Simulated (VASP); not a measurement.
# CuBr2N2 (C2/m) in VASP: single point with PBE+U

Aim: the single point of CuBr2N2 with PBE+U.

Everything below comes from runs of VASP 6.6.1. Logs are shortened: lines on timing, memory, paths and dates and some standing lists are left out, and cuts for length are marked.

## Step 1: The cell of the first run

It takes space group C2/m (No. 12, monoclinic). Conventional cell: a = 7.674 Å, b = 7.775 Å, c = 4.031 Å, α = 90.00°, β = 100.55°, γ = 90.00°. Cu (site symmetry 2/m) has 2 N at 1.87 Å and 2 Br at 2.31 Å within 2.5 Å. Within 3.0 Å of Br (site symmetry m) lie 1 Cu at 2.31 Å and 2 N at 2.97 Å. N (site symmetry 2) has 1 Cu at 1.87 Å within 2.5 Å.

## Step 2: Single point, PBE+U, collinear spin, ferromagnetic start

Contents of INCAR:

```
SYSTEM = CuBr2N2
ALGO     = Normal         ! electronic algorithm
EDIFF    = 1E-6           ! SCF threshold, eV
ENCUT    = 820            ! plane-wave cutoff, eV
GGA      = PE             ! functional
GGA_COMPAT= .FALSE.      
ISIF     = 2              ! what is computed and relaxed
ISMEAR   = 0              ! smearing method
ISPIN    = 2              ! spin polarisation
LASPH    = .TRUE.         ! aspherical terms in the spheres
LCHARG   = .FALSE.        ! write CHGCAR
LDAU     = .TRUE.         ! DFT+U
LDAUJ    = 0 0 0        
LDAUL    = 2 -1 -1        ! shell
LDAUPRINT= 1            
LDAUTYPE = 2            
LDAUU    = 4.1 0 0        ! U, eV
LMAXMIX  = 4              ! l up to which the mixer works
LORBIT   = 11             ! projections on sites
LREAL    = .FALSE.        ! projectors in reciprocal space
LWAVE    = .FALSE.        ! write WAVECAR
MAGMOM   = 0 0.19 0.19 1.73 1.73 ! initial moments
NBANDS   = 34             ! bands
NELM     = 200            ! most SCF steps
PREC     = Accurate       ! precision mode
SIGMA    = 0.1            ! smearing width, eV
```

Contents of KPOINTS:

```
k-points
0
G
  1 1 1
  0 0 0
```

Contents of POSCAR:

```
CuBr2N2
1.0
    3.8371950000     -3.8872890000      0.0000000000
    3.8371950000      3.8872890000      0.0000000000
   -0.7380830000      0.0000000000      3.9625100000
Cu Br N
1 2 2
Direct
    0.0000000000      0.0000000000      0.0000000000
    0.7527280000      0.7527280000      0.5777260000
    0.2472720000      0.2472720000      0.4222740000
    0.2410870000      0.7589130000      0.0000000000
    0.7589130000      0.2410870000      0.0000000000
```

Potentials or basis: VASP PAW PBE potentials, release 64 (Cu_sv_GW, Br, N).

Run with:

```bash
$ cat potpaw_PBE.64/Cu_sv_GW/POTCAR potpaw_PBE.64/Br/POTCAR potpaw_PBE.64/N/POTCAR > POTCAR
$ mpirun -np 1 vasp_gam > vasp.out
```

OUTCAR:

```text
SYSTEM = CuBr2N2
   EDIFF = 1E-6
   ENCUT = 820
   GGA = PE
   ISIF = 2
   ISMEAR = 0
   ISPIN = 2
   LASPH = .TRUE.
   LORBIT = 11
   LREAL = .FALSE.
   NELM = 200
   PREC = Accurate

 ion  position               nearest neighbor table
   1  0.000  0.000  0.000-   4 1.87   5 1.87   2 2.31   3 2.31
   2  0.753  0.753  0.578-   1 2.31
   3  0.247  0.247  0.422-   1 2.31
   4  0.241  0.759  0.000-   1 1.87
   5  0.759  0.241  0.000-   1 1.87

  LATTYP: Found a base centered monoclinic cell.
 ALAT       =     7.6743900000
 B/A-ratio  =     1.0130548487
 C/A-ratio  =     0.5252096866
 COS(beta)  =    -0.1831169768

  Lattice vectors:

 A1 = (   3.8371950000,  -3.8872890000,   0.0000000000)
 A2 = (   3.8371950000,   3.8872890000,   0.0000000000)
 A3 = (  -0.7380830000,   0.0000000000,   3.9625100000)

Analysis of symmetry for initial positions (statically):
=====================================================================
 Subroutine PRICEL returns:
 Original cell was already a primitive cell.

 Routine SETGRP: Setting up the symmetry group for a
 base centered monoclinic supercell.

 Subroutine GETGRP returns: Found  4 space group operations
 (whereof  4 operations were pure point group operations)
 out of a pool of  4 trial point group operations.

The static configuration has the point symmetry C_2h.

Analysis of symmetry for dynamics (positions and initial velocities):
=====================================================================
 Subroutine PRICEL returns:
 Original cell was already a primitive cell.

 Routine SETGRP: Setting up the symmetry group for a
 base centered monoclinic supercell.

 Subroutine GETGRP returns: Found  4 space group operations
 (whereof  4 operations were pure point group operations)
 out of a pool of  4 trial point group operations.

The dynamic configuration has the point symmetry C_2h.

Analysis of structural, dynamic, and magnetic symmetry:
=====================================================================
 Subroutine PRICEL returns:
 Original cell was already a primitive cell.

 Routine SETGRP: Setting up the symmetry group for a
 base centered monoclinic supercell.

 Subroutine GETGRP returns: Found  4 space group operations
 (whereof  4 operations were pure point group operations)
 out of a pool of  4 trial point group operations.

The overall configuration has the point symmetry C_2h.

 Subroutine INISYM returns: Found  4 space group operations
 (whereof  4 operations are pure point group operations),
 and found     1 'primitive' translations

----------------------------------------------------------------------------------------

                                     Primitive cell

  volume of cell :     118.2119

  direct lattice vectors                    reciprocal lattice vectors
     3.837195000 -3.887289000  0.000000000     0.130303516 -0.128624345  0.024271184
     3.837195000  3.887289000  0.000000000     0.130303516  0.128624345  0.024271184
    -0.738083000  0.000000000  3.962510000     0.000000000  0.000000000  0.252365294

  length of vectors
     5.462149873  5.462149873  4.030663967     0.184695205  0.184695205  0.252365294

  position of ions in fractional coordinates (direct lattice)
     0.000000000  0.000000000  0.000000000
     0.752728000  0.752728000  0.577726000
     0.247272000  0.247272000  0.422274000
     0.241087000  0.758913000  0.000000000
     0.758913000  0.241087000  0.000000000

  ion indices of the primitive-cell ions
   primitive index   ion index
                 1           1
                 2           2
                 3           3
                 4           4
[... 70 lines left out ...]
  volume/ion in A,a.u.               =      23.64       159.55
  Fermi-wavevector in a.u.,A,eV,Ry     =   1.168631  2.208392 18.581446  1.365698
  Thomas-Fermi vector in A             =   2.305115
   LORBIT       =     11    0 simple, 1 ext, 2 COOP (PROOUT), +10 PAW based schemes
 LDA+U is selected, type is set to LDAUTYPE =  2
   angular momentum for each species LDAUL =     2   -1   -1
   U (eV)           for each species LDAUU =   4.1  0.0  0.0
   J (eV)           for each species LDAUJ =   0.0  0.0  0.0
   GGA     = PE    functional components
   LHFCALC =     F    Hartree Fock is set to
   AEXX    =    0.0000 exact exchange contribution
   IVDW    =     0    specifies the selected vdW correction
   LEPSILON=     F    determine dielectric tensor
   LRPA    =     F    only Hartree local field effects (RPA)
 spin polarized calculation
 Gauss-broadening in eV      SIGMA  =   0.10
  energy-cutoff  :      820.00
  volume of cell :      118.21
 maximum number of plane-waves:      3172
 NGX is ok and might be reduce to    50
   NGX = 25   NGY = 25   NGZ = 19

atom =   1  type =  1  l = 2

 onsite density matrix

spin component  1

  0.9573 -0.0020  0.0000  0.0000  0.0000
 -0.0020  0.9565  0.0000  0.0000  0.0000
  0.0000  0.0000  0.8719 -0.0585 -0.1066
  0.0000  0.0000 -0.0585  0.8871 -0.0858
  0.0000  0.0000 -0.1066 -0.0858  0.7680

spin component  2

  0.9217  0.0153  0.0000  0.0000  0.0000
  0.0153  0.9018  0.0000  0.0000  0.0000
  0.0000  0.0000  0.8999 -0.0275 -0.0587
  0.0000  0.0000 -0.0275  0.9208 -0.0334
  0.0000  0.0000 -0.0587 -0.0334  0.8517

 occupancies and eigenvectors

  o =  0.6550  v =  0.0000  0.0000  0.4889  0.4080  0.7710  0.0000  0.0000  0.0000  0.0000  0.0000      0.0000  0.0000  0.0000  0.0000  0.0000  0.0000  0.0000  0.0000  0.0000  0.0000
  o =  0.7973  v =  0.0000  0.0000  0.0000  0.0000  0.0000  0.0000  0.0000  0.5338  0.3294  0.7788      0.0000  0.0000  0.0000  0.0000  0.0000  0.0000  0.0000  0.0000  0.0000  0.0000
  o =  0.8935  v =  0.0000  0.0000  0.0000  0.0000  0.0000  0.4762 -0.8794  0.0000  0.0000  0.0000      0.0000  0.0000  0.0000  0.0000  0.0000  0.0000  0.0000  0.0000  0.0000  0.0000
  o =  0.9299  v =  0.0000  0.0000  0.0000  0.0000  0.0000 -0.8794 -0.4762  0.0000  0.0000  0.0000      0.0000  0.0000  0.0000  0.0000  0.0000  0.0000  0.0000  0.0000  0.0000  0.0000
  o =  0.9315  v =  0.0000  0.0000 -0.2077 -0.8040  0.5572  0.0000  0.0000  0.0000  0.0000  0.0000      0.0000  0.0000  0.0000  0.0000  0.0000  0.0000  0.0000  0.0000  0.0000  0.0000
  o =  0.9332  v =  0.0000  0.0000  0.0000  0.0000  0.0000  0.0000  0.0000 -0.2977 -0.7888  0.5377      0.0000  0.0000  0.0000  0.0000  0.0000  0.0000  0.0000  0.0000  0.0000  0.0000
  o =  0.9405  v =  0.0000  0.0000  0.8473 -0.4325 -0.3083  0.0000  0.0000  0.0000  0.0000  0.0000      0.0000  0.0000  0.0000  0.0000  0.0000  0.0000  0.0000  0.0000  0.0000  0.0000
  o =  0.9419  v =  0.0000  0.0000  0.0000  0.0000  0.0000  0.0000  0.0000  0.7915 -0.5189 -0.3230      0.0000  0.0000  0.0000  0.0000  0.0000  0.0000  0.0000  0.0000  0.0000  0.0000
  o =  0.9548  v = -0.6341 -0.7733  0.0000  0.0000  0.0000  0.0000  0.0000  0.0000  0.0000  0.0000      0.0000  0.0000  0.0000  0.0000  0.0000  0.0000  0.0000  0.0000  0.0000  0.0000
  o =  0.9589  v = -0.7733  0.6341  0.0000  0.0000  0.0000  0.0000  0.0000  0.0000  0.0000  0.0000      0.0000  0.0000  0.0000  0.0000  0.0000  0.0000  0.0000  0.0000  0.0000  0.0000

 number of electron      42.9999992 magnetization       5.0000368

 Free energy of the ion-electron system (eV)
  ---------------------------------------------------
  ext. energy  EPLUGINS =         0.00000000
  ---------------------------------------------------
  free energy    TOTEN  =       -11.64332479 eV

  energy without entropy =      -11.64332479  energy(sigma->0) =      -11.64332479

 E-fermi :   0.0499     XC(G=0):  -8.2100

 val. band max:       -0.4235490337   @ k =   0.0000   0.0000   0.0000
 cond. band min:       0.8526426621   @ k =   0.0000   0.0000   0.0000
 fundamental gap:      1.2761916958
 Fermi energy:         0.0499331627

 spin component 1

 k-point     1 :       0.0000    0.0000    0.0000
  band No.  band energies     occupation
      1    -112.3531      1.00000
      2     -70.0908      1.00000
      3     -69.7567      1.00000
      4     -69.3714      1.00000
      5     -14.9689      1.00000
      6     -13.8591      1.00000
[... 25 lines left out ...]
     32      11.4800      0.00000
     33      12.2223      0.00000
 Fermi energy:         0.0499331627

 spin component 2

 k-point     1 :       0.0000    0.0000    0.0000
  band No.  band energies     occupation
      1    -112.4128      1.00000
      2     -70.1602      1.00000
      3     -69.9229      1.00000
      4     -69.3115      1.00000
      5     -14.1340      1.00000
      6     -13.5443      1.00000
[... 25 lines left out ...]
     32      11.7872      0.00000
     33      12.9151      0.00000
 [bands above 33 left out]

------------------------ aborting loop because EDIFF is reached ----------------------------------------

  FORCE on cell =-STRESS in cart. coord.  units (eV):
  Direction    XX          YY          ZZ          XY          YZ          ZX
  --------------------------------------------------------------------------------------
  -------------------------------------------------------------------------------------
  Total        3.6375476      0.4687272      5.8722051      0.0000000      0.0000000     -2.4478084
  in kB       49.3012804      6.3528655     79.5885759      0.0000000      0.0000000    -33.1762222
  external PRESSURE =      45.0809073 kB  Pullay stress =       0.0000000 kB

 VOLUME and BASIS-vectors are now :
 -----------------------------------------------------------------------------
  energy-cutoff  :      820.00
  volume of cell :      118.21
      direct lattice vectors                 reciprocal lattice vectors
     3.837195000 -3.887289000  0.000000000     0.130303516 -0.128624345  0.024271184
     3.837195000  3.887289000  0.000000000     0.130303516  0.128624345  0.024271184
    -0.738083000  0.000000000  3.962510000     0.000000000  0.000000000  0.252365294

 POSITION                                       TOTAL-FORCE (eV/Angst)
 -----------------------------------------------------------------------------------
      0.00000      0.00000      0.00000        -0.000000     -0.000000     -0.000000
      5.35032      0.00000      2.28925        -0.219645     -0.000000      0.110212
      1.58599      0.00000      1.67326         0.219645     -0.000000     -0.110212
      3.83719      2.01294      0.00000         0.000000     -0.147436     -0.000000
      3.83719     -2.01294      0.00000         0.000000      0.147436     -0.000000
 -----------------------------------------------------------------------------------
    total drift:                                0.000000     -0.000000     -0.000000

  FREE ENERGIE OF THE ION-ELECTRON SYSTEM (eV)
  ---------------------------------------------------
  free  energy   TOTEN  =       -11.6433247907 eV

  energy  without entropy=      -11.6433247907  energy(sigma->0) =      -11.64332479

 total charge

# of ion       s       p       d       f       tot
--------------------------------------------------
    1        2.278   6.442   8.909   0.012  17.641
    2        1.607   3.227   0.015   0.000   4.849
    3        1.607   3.227   0.015   0.000   4.849
    4        1.327   2.015   0.000   0.000   3.342
    5        1.327   2.015   0.000   0.000   3.342
--------------------------------------------------
tot          8.146  16.927   8.939   0.012  34.024

 magnetization (x)

# of ion       s       p       d       f       tot
--------------------------------------------------
    1       -0.005   0.051  -0.055   0.006  -0.003
    2        0.011   0.286   0.001   0.000   0.297
    3        0.011   0.286   0.001   0.000   0.297
    4        0.040   1.481   0.000   0.000   1.521
    5        0.040   1.481   0.000   0.000   1.521
--------------------------------------------------
tot          0.096   3.584  -0.054   0.006   3.633
```

It took 34 s on 1 thread of AMD EPYC 9R45 (Zen 5), shared host; peak memory 0.39 GiB.

Results:

```
Free energy                                           : -11.6433 eV
Pressure                                              : 4.5 GPa
Largest force                                         : 0.246 eV/Å
Net moment                                            : 5.00 μB per cell
Site moments                                          : Cu -0.00; Br +0.30; N +1.52 μB
Valence electrons inside the program's atomic spheres : Cu 17.64; Br 4.85; N 3.34
```

Forces in eV/Å, atoms in the order of the input:
```
Cu   0.000  0.000  0.000
Br  -0.220  0.000  0.110
Br   0.220  0.000 -0.110
N    0.000 -0.147  0.000
N    0.000  0.147  0.000
```

Stress tensor (GPa, compression positive):
```
 4.93  0.00 -3.32
 0.00  0.64  0.00
-3.32  0.00  7.96
```

Levels at points of the mesh, in eV from the Fermi level:
Spin up:
```csv
k point,band 22,band 23,band 24,band 25,band 26,band 27
"(0.00, 0.00, 0.00)",-0.62,-0.56,-0.47,1.24,5.49,6.41
```
Spin down:
```
           k point  band 16  band 17  band 18  band 19  band 20  band 21  band 22  band 23
(0.00, 0.00, 0.00)    -1.90    -1.53    -0.79    -0.59     0.80     1.46     1.97     2.01
```

Eigenvalues of the final occupation matrices:
```csv
site,spin,trace,eigenvalues
site 1 d,1,4.44,0.65 0.93 0.94 0.95 0.96
site 1 d,2,4.50,0.80 0.89 0.93 0.93 0.94
```

Caveat: the k points lie up to 1.59 Å⁻¹ apart, too coarse for converged energies, forces and pressures; a cell with one magnetic atom can't hold antiferromagnetic order, which such compounds often take.
